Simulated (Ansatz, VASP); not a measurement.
**Two plane-wave programs on FeO**

Contents of INCAR:

```
SYSTEM = FeO
PREC = Accurate ; ENCUT = 520
EDIFF = 1E-7 ; ISMEAR = -1
SIGMA = 0.05 ; LREAL = .FALSE.
LASPH = .TRUE. ; NELM = 150
ALGO = Normal ; ISIF = 2
LWAVE = .FALSE. ; LCHARG = .TRUE.
ISPIN = 2 ; MAGMOM = 3 0
LORBIT = 11 ; LMAXMIX = 4
GGA = RE ; LELF = .TRUE.
LVHAR = .TRUE. ; NBANDS = 18
```

The input KPOINTS:

```
regular mesh
0
G
  11 11 11
  0 0 0
```

POSCAR

```
FeO
1.0
    0.0000000000      2.1113998987      2.1113998987
    2.1113998987      0.0000000000      2.1113998987
    2.1113998987      2.1113998987      0.0000000000
Fe O
1 1
Direct
    0.0000000000      0.0000000000      0.0000000000
    0.5000000000      0.5000000000      0.5000000000
```

Contents of input.yaml:

```yaml
crystal:
  lattice:
    - [0.0, 2.1113998987, 2.1113998987]
    - [2.1113998987, 0.0, 2.1113998987]
    - [2.1113998987, 2.1113998987, 0.0]
  atoms:
    - { symbol: Fe, position: [0.0, 0.0, 0.0], spin: 3.0 }
    - { symbol: O, position: [0.5, 0.5, 0.5] }
hamiltonian:
  xc: revpbe
  pseudopotentials: { kind: paw }
magnetization:
  spin_polarized: true
kpoints:
  mp_grid: { grid: [11, 11, 11] }
scf:
  occupations: { method: fermi_dirac, width: 0.05 }
output:
  forces: true
  stress: true
  eigenvalues: true
```

Alike in both runs: task single point; functional revPBE; k mesh 11 × 11 × 11; occupations fermi-dirac, width 0.05 eV; collinear spin.

|  | VASP | Ansatz |
| --- | --- | --- |
| version | VASP 6.6.1 | Ansatz 0.2.0 |
| potentials or method | VASP PAW PBE potentials, release 64 (Fe, O) | Ansatz PAW |
| plane-wave cutoff (eV) | 520 | 420 |
| valence electrons in the cell | 14 | 22 |

|  | VASP | Ansatz | Ansatz less VASP |
| --- | --- | --- | --- |
| gap on the k mesh at the Fermi level (eV) | none | none | - |
| pressure (GPa) | 17.6 | 17.3 | -0.34 |
| net moment per atom (μB) | 2.00 | 2.00 | 0.000 |
| size of the moment on the site where the two differ most (μB) | 3.61 | 3.43 | -0.186 |

VASP's potentials were made for PBE, not for revPBE. Site moments also hang on the region over which each program counts them. A gap of «none» marks a metal or a gap that the smearing closes. VASP's potentials hold 14 valence electrons a cell and Ansatz's 22, so a difference there can come from the potentials and not from the codes.
